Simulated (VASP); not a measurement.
# O (P6_3/mmc) in VASP: notebook

O is run at these levels: LDA; tasks: single point, relaxation of shape and atoms at fixed volume.

All numbers are computed with VASP 6.6.1; they aren't measurements. Logs are shortened: lines on timing, memory, paths and dates and some standing lists are left out, and cuts for length are marked.

### 1 The cell of the first run

Symmetry: P6_3/mmc, No. 194, hexagonal system. The conventional cell has a = 2.183 Å, b = 2.183 Å, c = 2.443 Å, α = 90.00°, β = 90.00°, γ = 120.00°. O (site symmetry -6m2) has 12 O at 1.76 to 2.18 Å within 2.3 Å.

### 2 Single point, LDA

File INCAR:

```
ALGO = Normal
EDIFF = 1E-7
ENCUT = 520
GGA = CA
ISIF = 2
ISMEAR = -1
LASPH = T
LCHARG = T
LELF = T
LREAL = F
LVHAR = T
LWAVE = F
NBANDS = 13
NELM = 80
PREC = Accurate
SIGMA = 0.1
```

File KPOINTS:

```
k-points
0
Gamma
  28 28 16
```

File POSCAR:

```
O
1.0
    2.1825469823      0.0000000000      0.0000000000
   -1.0912734912      1.8901411317      0.0000000000
    0.0000000000      0.0000000000      2.4433094643
O
2
Direct
    0.3333333333      0.6666666667      0.2500000000
    0.6666666667      0.3333333333      0.7500000000
```

Potentials or basis: VASP PAW LDA potentials, release 64 (O).

On the command line:

```sh
> cat potpaw_LDA.64/O/POTCAR > POTCAR
> mpirun -np 1 vasp_std > vasp.out
```

OUTCAR:

```text
EDIFF = 1E-7
   ENCUT = 520
   GGA = CA
   ISIF = 2
   ISMEAR = -1
   LASPH = T
   LREAL = F
   NELM = 80
   PREC = Accurate

 ion  position               nearest neighbor table
   1  0.333  0.667  0.250-   2 1.76   2 1.76   2 1.76   2 1.76   2 1.76   2 1.76
   2  0.667  0.333  0.750-   1 1.76   1 1.76   1 1.76   1 1.76   1 1.76   1 1.76

  LATTYP: Found a hexagonal cell.
 ALAT       =     2.1825469823
 C/A-ratio  =     1.1194762285

  Lattice vectors:

 A1 = (   2.1825469823,   0.0000000000,   0.0000000000)
 A2 = (  -1.0912734912,   1.8901411317,   0.0000000000)
 A3 = (   0.0000000000,   0.0000000000,   2.4433094643)

Analysis of symmetry for initial positions (statically):
=====================================================================
 Subroutine PRICEL returns:
 Original cell was already a primitive cell.

 Routine SETGRP: Setting up the symmetry group for a
 hexagonal supercell.

 Subroutine GETGRP returns: Found 24 space group operations
 (whereof 12 operations were pure point group operations)
 out of a pool of 24 trial point group operations.

The static configuration has the point symmetry D_3d.
 The point group associated with its full space group is D_6h.

Analysis of symmetry for dynamics (positions and initial velocities):
=====================================================================
 Subroutine PRICEL returns:
 Original cell was already a primitive cell.

 Routine SETGRP: Setting up the symmetry group for a
 hexagonal supercell.

 Subroutine GETGRP returns: Found 24 space group operations
 (whereof 12 operations were pure point group operations)
 out of a pool of 24 trial point group operations.

The dynamic configuration has the point symmetry D_3d.
 The point group associated with its full space group is D_6h.

 Subroutine INISYM returns: Found 24 space group operations
 (whereof 12 operations are pure point group operations),
 and found     1 'primitive' translations

----------------------------------------------------------------------------------------

                                     Primitive cell

  volume of cell :      10.0794

  direct lattice vectors                    reciprocal lattice vectors
     2.182546982  0.000000000  0.000000000     0.458180286  0.264530511  0.000000000
    -1.091273491  1.890141132  0.000000000     0.000000000  0.529061023  0.000000000
     0.000000000  0.000000000  2.443309464     0.000000000  0.000000000  0.409280942

  length of vectors
     2.182546982  2.182546982  2.443309464     0.529061023  0.529061023  0.409280942

  position of ions in fractional coordinates (direct lattice)
     0.333333333  0.666666667  0.250000000
     0.666666667  0.333333333  0.750000000

  ion indices of the primitive-cell ions
   primitive index   ion index
                 1           1
                 2           2

----------------------------------------------------------------------------------------

 KPOINTS: k-points

Automatic generation of k-mesh.
 Grid dimensions read from file:
 generate k-points for:   28   28   16

 Generating k-lattice:

  Cartesian coordinates                     Fractional coordinates (reciprocal lattice)
     0.016363582  0.009447518  0.000000000     0.035714286  0.000000000  0.000000000
     0.000000000  0.018895037  0.000000000     0.000000000  0.035714286  0.000000000
     0.000000000  0.000000000  0.025580059     0.000000000  0.000000000  0.062500000

  Length of vectors
     0.018895037  0.018895037  0.025580059

  Shift w.r.t. Gamma in fractional coordinates (k-lattice)
     0.000000000  0.000000000  0.000000000

 Subroutine IBZKPT returns following result:
 ===========================================

 Found    720 irreducible k-points:

 Following reciprocal coordinates:
            Coordinates               Weight
  0.000000  0.000000  0.000000      1.000000
  0.035714  0.000000  0.000000      6.000000
  0.071429  0.000000  0.000000      6.000000
  0.107143  0.000000  0.000000      6.000000
  0.142857 -0.000000  0.000000      6.000000
  0.178571  0.000000  0.000000      6.000000
[... 16 lines left out ...]
  0.285714  0.035714  0.000000     12.000000
  0.321429  0.035714  0.000000     12.000000
 [... further k-points ...]
   k-points           NKPTS =    720   k-points in BZ     NKDIM =    720   number of bands    NBANDS=     13
   number of dos      NEDOS =    301   number of ions     NIONS =      2
   total plane-waves  NPLWV =   4608
   dimension x,y,z NGX =    16 NGY =   16 NGZ =   18
   dimension x,y,z NGXF=    32 NGYF=   32 NGZF=   36
   ions per type =               2
   NGX,Y,Z   is equivalent  to a cutoff of  12.19, 12.19, 12.25 a.u.
   NGXF,Y,Z  is equivalent  to a cutoff of  24.37, 24.37, 24.49 a.u.
 SYSTEM =  unknown system
   PREC   = accura    normal or accurate (medium, high low for compatibility)
   ISTART =      0    job   : 0-new  1-cont  2-samecut
   ICHARG =      2    charge: 1-file 2-atom 10-const
   ISPIN  =      1    spin polarized calculation?
   LNONCOLLINEAR =      F non collinear calculations
   LSORBIT =      F    spin-orbit coupling
   LASPH  =      T    aspherical Exc in radial PAW
   ENCUT  =  520.0 eV  38.22 Ry    6.18 a.u.   4.06  4.06  4.54*2*pi/ulx,y,z
   NELM   =     80;   NELMIN=  2; NELMDL= -5     # of ELM steps
   EDIFF  = 0.1E-06   stopping-criterion for ELM
   LREAL  =      F    real-space projection
   EDIFFG = 0.1E-05   stopping-criterion for IOM
   NSW    =      0    number of steps for IOM
   IBRION =     -1    ionic relax: 0-MD 1-quasi-New 2-CG
   NFREE  =      0    steps in history (QN), initial steepest desc. (CG)
   ISIF   =      2    stress and relaxation
   ISYM   =      2    0-nonsym 1-usesym 2-fastsym
   POTIM  = 0.5000    time-step for ionic-motion
   TEBEG  =    0.0;   TEEND  =   0.0 temperature during run
   PSTRESS=    0.0 pullay stress
   NELECT =      12.0000    total number of electrons
   NUPDOWN=      -1.0000    fix difference up-down
   EMIN   =  10.00;   EMAX   =-10.00  energy-range for DOS
   EFERMI =   0.00;   METHOD = LEGACY
   ISMEAR =    -1;   SIGMA  =   0.10  broadening in eV -4-tet -1-fermi 0-gaus
   EFERMI_NEDOS =   21; number of points for ismear=-14 and -15
   IALGO  =     38    algorithm
   IMIX   =      4    mixing-type and parameters
     AMIX     =   0.40;   BMIX     =  1.00
     AMIX_MAG =   1.60;   BMIX_MAG =  1.00
  volume/ion in A,a.u.               =       5.04        34.01
  Fermi-wavevector in a.u.,A,eV,Ry     =   1.735095  3.278853 40.961061  3.010553
  Thomas-Fermi vector in A             =   2.808765
   LORBIT       =      0    0 simple, 1 ext, 2 COOP (PROOUT), +10 PAW based schemes
   GGA     = CA    functional components
   LHFCALC =     F    Hartree Fock is set to
   AEXX    =    0.0000 exact exchange contribution
   IVDW    =     0    specifies the selected vdW correction
   LEPSILON=     F    determine dielectric tensor
   LRPA    =     F    only Hartree local field effects (RPA)
 non-spin polarized calculation
  energy-cutoff  :      520.00
  volume of cell :       10.08
 maximum number of plane-waves:       288
   NGX =  9   NGY =  9   NGZ =  9

 number of electron      11.9999990 magnetization

 Free energy of the ion-electron system (eV)
  ---------------------------------------------------
  ext. energy  EPLUGINS =         0.00000000
  ---------------------------------------------------
  free energy    TOTEN  =        -5.65102868 eV

  energy without entropy =       -5.62268244  energy(sigma->0) =       -5.63685556

 E-fermi :   9.5797     XC(G=0): -15.2219

 val. band max:        9.5796035555   @ k =   0.1071   0.0000   0.3750
 cond. band min:       9.5845767906   @ k =   0.2143   0.1786   0.2500
 fundamental gap:      0.0049732351
 Fermi energy:         9.5796745599

 k-point     1 :       0.0000    0.0000    0.0000
  band No.  band energies     occupation
      1     -18.9478      2.00000
      2      -2.6105      2.00000
      3      -0.3296      2.00000
      4       6.3443      2.00000
      5       6.3443      2.00000
      6      10.9177      0.00000
      7      10.9177      0.00000
      8      13.9616      0.00000
      9      27.0119      0.00000
     10      31.5171      0.00000
     11      40.3777      0.00000
     12      40.3777      0.00000
     13      47.7960      0.00000

 k-point     2 :       0.0357    0.0000    0.0000
  band No.  band energies     occupation
      1     -18.9077      2.00000
      2      -2.6281      2.00000
      3      -0.2949      2.00000
      4       6.2384      2.00000
      5       6.2826      2.00000
      6      10.8830      0.00000
      7      10.9567      0.00000
      8      13.9116      0.00000
      9      27.1155      0.00000
     10      31.4794      0.00000
     11      40.3160      0.00000
     12      40.4655      0.00000
     13      47.5665      0.00000

 k-point     3 :       0.0714    0.0000    0.0000
  band No.  band energies     occupation
      1     -18.7866      2.00000
      2      -2.6855      2.00000
      3      -0.1910      2.00000
      4       5.9384      2.00000
      5       6.1082      2.00000
      6      10.7806      0.00001
      7      11.0644      0.00000
      8      13.7659      0.00000
      9      27.4128      0.00000
     10      31.3625      0.00000
     11      40.1891      0.00000
     12      40.7314      0.00000
     13      46.8737      0.00000
[... 305 lines left out ...]
 k-point    23 :       0.2857    0.0357    0.0000
  band No.  band energies     occupation
      1     -16.0977      2.00000
      2      -5.3912      2.00000
      3       2.0289      2.00000
      4       3.1180      2.00000
      5       4.0922      2.00000
      6       9.0554      1.98948
      7      10.8811      0.00000
      8      11.9666      0.00000
      9      27.1881      0.00000
     10      33.7849      0.00000
     11      38.9208      0.00000
     12      40.7440      0.00000
     13      46.5140      0.00000

 k-point    24 :       0.3214    0.0357    0.0000
  band No.  band energies     occupation
      1     -15.4390      2.00000
      2      -6.2471      2.00000
      3       2.5394      2.00000
      4       2.9244      2.00000
      5       3.9449      2.00000
      6       8.7540      1.99948
      7      10.2660      0.00209
      8      12.0366      0.00000
      9      26.6205      0.00000
     10      34.8501      0.00000
     11      38.0668      0.00000
     12      40.7606      0.00000
     13      46.0215      0.00000

 [... further k-points ...]

------------------------ aborting loop because EDIFF is reached ----------------------------------------

  FORCE on cell =-STRESS in cart. coord.  units (eV):
  Direction    XX          YY          ZZ          XY          YZ          ZX
  --------------------------------------------------------------------------------------
  -------------------------------------------------------------------------------------
  Total       10.3736498     10.3736498     10.6016840     -0.0000000      0.0000000      0.0000000
  in kB     1648.9437953   1648.9437955   1685.1909851     -0.0000000      0.0000000      0.0000000
  external PRESSURE =    1661.0261920 kB  Pullay stress =       0.0000000 kB

 VOLUME and BASIS-vectors are now :
 -----------------------------------------------------------------------------
  energy-cutoff  :      520.00
  volume of cell :       10.08
      direct lattice vectors                 reciprocal lattice vectors
     2.182546982  0.000000000  0.000000000     0.458180286  0.264530511  0.000000000
    -1.091273491  1.890141132  0.000000000     0.000000000  0.529061023  0.000000000
     0.000000000  0.000000000  2.443309464     0.000000000  0.000000000  0.409280942

 POSITION                                       TOTAL-FORCE (eV/Angst)
 -----------------------------------------------------------------------------------
     -0.00000      1.26009      0.61083         0.000000      0.000000      0.000000
      1.09127      0.63005      1.83248        -0.000000      0.000000      0.000000
 -----------------------------------------------------------------------------------
    total drift:                               -0.000000      0.000000     -0.000000

  FREE ENERGIE OF THE ION-ELECTRON SYSTEM (eV)
  ---------------------------------------------------
  free  energy   TOTEN  =        -5.6510286750 eV

  energy  without entropy=       -5.6226824449  energy(sigma->0) =       -5.63685556
```

It took 17 s on 1 thread of Intel Xeon 6975P-C (Granite Rapids), shared host; peak memory 0.17 GiB.

What came out:

| Quantity | Value |
| --- | --- |
| Free energy | -5.6510 eV |
| Pressure | 166.1 GPa |
| Band gap on the k mesh | zero (bands 6 and 7 overlap by 3.18 eV) |

Stress tensor (GPa, compression positive):
```
164.89   0.00   0.00
  0.00 164.89   0.00
  0.00   0.00 168.52
```

Levels at points of the mesh, in eV from the Fermi level:
| k point | band 3 | band 4 | band 5 | band 6 | band 7 | band 8 | band 9 | band 10 |
| --- | --- | --- | --- | --- | --- | --- | --- | --- |
| (0.00, 0.00, 0.00) | -9.91 | -3.24 | -3.24 | 1.34 | 1.34 | 4.38 | 17.43 | 21.94 |
| (0.50, 0.00, 0.00) | -6.38 | -6.31 | -5.35 | -1.58 | -1.25 | 2.61 | 15.59 | 26.88 |
| (0.00, 0.00, 0.50) | -0.84 | -0.84 | -0.84 | -0.84 | -0.05 | -0.05 | 24.25 | 24.25 |
| (0.50, 0.00, 0.50) | -12.06 | -12.06 | -2.57 | -2.57 | 2.09 | 2.09 | 21.46 | 21.46 |

Caveat: the cell stands under pressure.

[end of part 1 of 2]
